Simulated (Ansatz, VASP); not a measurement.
ZnS in VASP and in Ansatz

File INCAR:

```
ALGO = Normal
EDIFF = 1E-7
ENCUT = 520
GGA = PE
ISIF = 2
ISMEAR = 0
LASPH = T
LCHARG = F
LREAL = F
LWAVE = F
NBANDS = 16
NELM = 80
PREC = Accurate
SIGMA = 0.05
```

The input KPOINTS:

```
k-points
0
Gamma
  10 10 10
```

File POSCAR:

```
ZnS
1.0
    0.0000000000      2.7046500000      2.6640802500
    2.7046500000      0.0000000000      2.6640802500
    2.7046500000      2.7046500000      0.0000000000
Zn S
1 1
Direct
    0.0000000000      0.0000000000      0.0000000000
    0.7500000000      0.7500000000      0.7500000000
```

Input for Ansatz:

```yaml
crystal:
  lattice:
    - [0.0, 2.70465, 2.66408025]
    - [2.70465, 0.0, 2.66408025]
    - [2.70465, 2.70465, 0.0]
  atoms:
    - { symbol: Zn, position: [0.0, 0.0, 0.0] }
    - { symbol: S, position: [0.75, 0.75, 0.75] }
basis:
  ecutwfc: 420
kpoints:
  mp_grid: { grid: [10, 10, 10] }
hamiltonian:
  xc: pbe
scf:
  occupations: { method: gaussian, width: 0.05 }
output:
  forces: true
  stress: true
  eigenvalues: true
```

Change from the starting cell: strain +0.000 along x and y, -0.015 along z, atoms carried along.

Alike in both runs: task single point; functional PBE; k mesh 10 × 10 × 10; occupations gaussian, width 0.05 eV; no spin polarisation.

```csv
,VASP,Ansatz
version,VASP 6.6.1,Ansatz 0.2.0
potentials or method,"VASP PAW PBE potentials, release 64 (Zn, S), cutoff 520 eV","scalar-relativistic, plane waves, PAW"
valence electrons in the cell,18,18
```

Ansatz gave:

- gap on the k mesh at the Fermi level (eV): 2.13
- least direct gap on the mesh (eV): 2.13
- pressure (GPa): 2.5
- traceless stress, the component that is largest in VASP (GPa): 0.39

What did VASP give for the same quantities?

gap on the k mesh at the Fermi level (eV): 2.13; least direct gap on the mesh (eV): 2.13; pressure (GPa): 2.7; traceless stress, the component that is largest in VASP (GPa): 0.39.

With one functional, cell and mesh, what is left measures potentials, basis and numerics.
